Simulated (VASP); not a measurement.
# Hg2H (Fm-3m) in VASP: a series of runs, part 2 of 2

VASP 6.6.1. The steps go on from the part before.

## (5) Single point, PBE

This run uses another cell than the first one, of 20.82 Å³/atom, 1.040 times its volume.

INCAR reads:

```
SYSTEM = Hg2H
ALGO = Normal
EDIFF = 1E-7
ENCUT = 520
GGA = PE
ISIF = 2
ISMEAR = 0
LASPH = .TRUE.
LCHARG = .TRUE.
LELF = .TRUE.
LREAL = .FALSE.
LVHAR = .TRUE.
LWAVE = .FALSE.
NBANDS = 20
NELM = 100
PREC = Accurate
SIGMA = 0.1
```

KPOINTS reads:

```
k-points
0
G
  6 6 6
  0 0 0
```

POSCAR reads:

```
Hg2H
1.0
    0.0000000000      3.1492147100      3.1492147100
    3.1492147100      0.0000000000      3.1492147100
    3.1492147100      3.1492147100      0.0000000000
Hg H
2 1
Direct
    0.7500000000      0.7500000000      0.7500000000
    0.2500000000      0.2500000000      0.2500000000
    0.0000000000      0.0000000000      0.0000000000
```

Potentials or basis: VASP PAW PBE potentials, release 64 (Hg, H).

The run is started by

```console
$ cat potpaw_PBE.64/Hg/POTCAR potpaw_PBE.64/H/POTCAR > POTCAR
$ mpirun -np 1 vasp_std > vasp.out
```

OUTCAR:

```text
SYSTEM = Hg2H
   EDIFF = 1E-7
   ENCUT = 520
   GGA = PE
   ISIF = 2
   ISMEAR = 0
   LASPH = .TRUE.
   LREAL = .FALSE.
   NELM = 100
   PREC = Accurate

 ion  position               nearest neighbor table
   1  0.750  0.750  0.750-   2 3.15   2 3.15   2 3.15   2 3.15   2 3.15   2 3.15
   2  0.250  0.250  0.250-   1 3.15   1 3.15   1 3.15   1 3.15   1 3.15   1 3.15
   3  0.000  0.000  0.000-

  LATTYP: Found a face centered cubic cell.
 ALAT       =     6.2984294200

  Lattice vectors:

 A1 = (   0.0000000000,   3.1492147100,   3.1492147100)
 A2 = (   3.1492147100,   0.0000000000,   3.1492147100)
 A3 = (   3.1492147100,   3.1492147100,   0.0000000000)

Analysis of symmetry for initial positions (statically):
=====================================================================
 Subroutine PRICEL returns:
 Original cell was already a primitive cell.

 Routine SETGRP: Setting up the symmetry group for a
 face centered cubic supercell.

 Subroutine GETGRP returns: Found 48 space group operations
 (whereof 48 operations were pure point group operations)
 out of a pool of 48 trial point group operations.
[... 153 lines left out ...]
  free energy    TOTEN  =        -1.99194015 eV

  energy without entropy =       -1.98318968  energy(sigma->0) =       -1.98756491

 E-fermi :   1.0602     XC(G=0):  -9.6944

 val. band max:        0.9768017303   @ k =  -0.3333   0.1667   0.0000
 cond. band min:       1.1129146807   @ k =   0.5000   0.1667   0.0000
 fundamental gap:      0.1361129504
 Fermi energy:         1.0602008019

 k-point     1 :       0.0000    0.0000    0.0000
  band No.  band energies     occupation
      1      -6.8968      2.00000
      2      -6.1622      2.00000
      3      -6.1622      2.00000
      4      -5.7782      2.00000
      5      -5.7782      2.00000
      6      -5.7782      2.00000
[... 357 lines left out ...]
     19      14.3293      0.00000
     20      14.3387      0.00000

------------------------ aborting loop because EDIFF is reached ----------------------------------------

  FORCE on cell =-STRESS in cart. coord.  units (eV):
  Direction    XX          YY          ZZ          XY          YZ          ZX
  --------------------------------------------------------------------------------------
  -------------------------------------------------------------------------------------
  Total       -0.3548446     -0.3548446     -0.3548446     -0.0000000      0.0000000     -0.0000000
  in kB       -9.1014797     -9.1014797     -9.1014797     -0.0000000      0.0000000     -0.0000000
  external PRESSURE =      -9.1014797 kB  Pullay stress =       0.0000000 kB

 VOLUME and BASIS-vectors are now :
 -----------------------------------------------------------------------------
  energy-cutoff  :      520.00
  volume of cell :       62.47
      direct lattice vectors                 reciprocal lattice vectors
     0.000000000  3.149214710  3.149214710    -0.158769740  0.158769740  0.158769740
     3.149214710  0.000000000  3.149214710     0.158769740 -0.158769740  0.158769740
     3.149214710  3.149214710  0.000000000     0.158769740  0.158769740 -0.158769740

 POSITION                                       TOTAL-FORCE (eV/Angst)
 -----------------------------------------------------------------------------------
      4.72382      4.72382      4.72382         0.000000      0.000000      0.000000
      1.57461      1.57461      1.57461        -0.000000     -0.000000     -0.000000
      0.00000      0.00000      0.00000         0.000000     -0.000000      0.000000
 -----------------------------------------------------------------------------------
    total drift:                                0.000000      0.000000      0.000000

  FREE ENERGIE OF THE ION-ELECTRON SYSTEM (eV)
  ---------------------------------------------------
  free  energy   TOTEN  =        -1.9919401480 eV

  energy  without entropy=       -1.9831896812  energy(sigma->0) =       -1.98756491
```

stdout:

```text
POSCAR found type information on POSCAR HgH
 POSCAR found :  2 types and       3 ions
 scaLAPACK will be used
 LDA part: xc-table for (Slater+PW92), standard interpolation
 POSCAR, INCAR and KPOINTS ok, starting setup
 FFT: planning ... GRIDC
 FFT: planning ... GRID_SOFT
 FFT: planning ... GRID
 WAVECAR not read
 entering main loop
```

It took 24 s on 1 thread of Intel Xeon Platinum 8259CL at 2.50GHz (Skylake/Cascade Lake), shared host; peak memory 0.2 GiB.

Results:

```
Free energy : -1.9919 eV
Pressure    : -0.9 GPa
```

Caveat: spin-orbit coupling is left out, which moves the levels of the heavy elements.

## (6) Single point, PBE, collinear spin, ferromagnetic start

INCAR reads:

```
SYSTEM = Hg2H
PREC = Accurate
ENCUT = 520
EDIFF = 1E-7
ISMEAR = 0
SIGMA = 0.1
LREAL = .False.
LASPH = .True.
NELM = 150
ALGO = Normal
ISIF = 2
LWAVE = .False.
LCHARG = .False.
ISPIN = 2
MAGMOM = 3 1 2
LORBIT = 11
GGA = PE
NBANDS = 24
```

KPOINTS reads:

```
regular mesh
0
Gamma
  12 12 12
  0 0 0
```

POSCAR reads:

```
Hg2H
1.0
    0.0000000000      3.1083424372      3.1083424372
    3.1083424372      0.0000000000      3.1083424372
    3.1083424372      3.1083424372      0.0000000000
Hg H
2 1
Direct
    0.7500000000      0.7500000000      0.7500000000
    0.2500000000      0.2500000000      0.2500000000
    0.0000000000      0.0000000000      0.0000000000
```

Potentials or basis: VASP PAW PBE potentials, release 64 (Hg, H).

The run is started by

```console
$ cat potpaw_PBE.64/Hg/POTCAR potpaw_PBE.64/H/POTCAR > POTCAR
$ mpirun -np 1 vasp_std > vasp.out
```

Wall time 5 min (1 thread of Intel Xeon Platinum 8259CL at 2.50GHz (Skylake/Cascade Lake), shared host); peak memory 0.33 GiB.

It converged, with:

```
Free energy                                           : -2.0056 eV
Pressure                                              : 0.2 GPa
Net moment                                            : 0.00 μB per cell
Valence electrons inside the program's atomic spheres : Hg 10.43; H 0.39
```

Levels at points of the mesh, in eV from the Fermi level:
Spin up:
| k point | band 9 | band 10 | band 11 | band 12 | band 13 | band 14 | band 15 | band 16 |
| --- | --- | --- | --- | --- | --- | --- | --- | --- |
| (0.00, 0.00, 0.00) | -5.65 | -5.12 | -5.12 | 0.93 | 3.80 | 4.63 | 4.63 | 4.63 |
| (0.50, 0.00, 0.00) | -6.19 | -6.19 | -4.76 | -4.16 | 0.79 | 5.73 | 5.73 | 6.15 |
| (0.50, 0.50, 0.00) | -5.60 | -5.15 | -3.42 | -2.81 | 0.33 | 1.50 | 1.50 | 2.90 |
Spin down:
```csv
k point,band 8,band 9,band 10,band 11,band 12,band 13,band 14,band 15,band 16,band 17
"(0.00, 0.00, 0.00)",-5.65,-5.65,-5.12,-5.12,0.93,3.80,4.63,4.63,4.63,8.98
"(0.50, 0.00, 0.00)",-6.20,-6.19,-6.19,-4.76,-4.17,0.79,5.73,5.73,6.15,6.15
"(0.50, 0.50, 0.00)",-6.10,-5.60,-5.15,-3.42,-2.81,0.33,1.50,1.50,2.90,11.39
```

Caveat: spin-orbit coupling is left out, which moves the levels of the heavy elements.

## (7) Summary

| task | spin | cell | k mesh | cutoff (eV) | gap on the mesh (eV) | pressure (GPa) |
| --- | --- | --- | --- | --- | --- | --- |
| single point | off | a = 4.396 Å, angles 60.0°, 3 atoms | 12 × 12 × 12 | 520 | none | 0.2 |
| relaxation of cell and atoms | off | relaxed from a = 4.454 Å, angles 60.0°, 3 atoms | 12 × 12 × 12 | 600 | none | 0.0 |
| single point | off | a = 4.454 Å, angles 60.0°, 3 atoms | 6 × 6 × 6 | 520 | none | -0.9 |
| single point | collinear, ferromagnetic start | a = 4.396 Å, angles 60.0°, 3 atoms | 12 × 12 × 12 | 520 | none | 0.2 |

Alike in all rows: level PBE; potentials or basis VASP PAW PBE potentials, release 64 (Hg, H); smearing gaussian 0.1 eV.

Caveats: spin-orbit coupling is left out, which moves the levels of the heavy elements.

Total energies depend on the potentials used, so only differences within one code and one set of settings carry meaning.
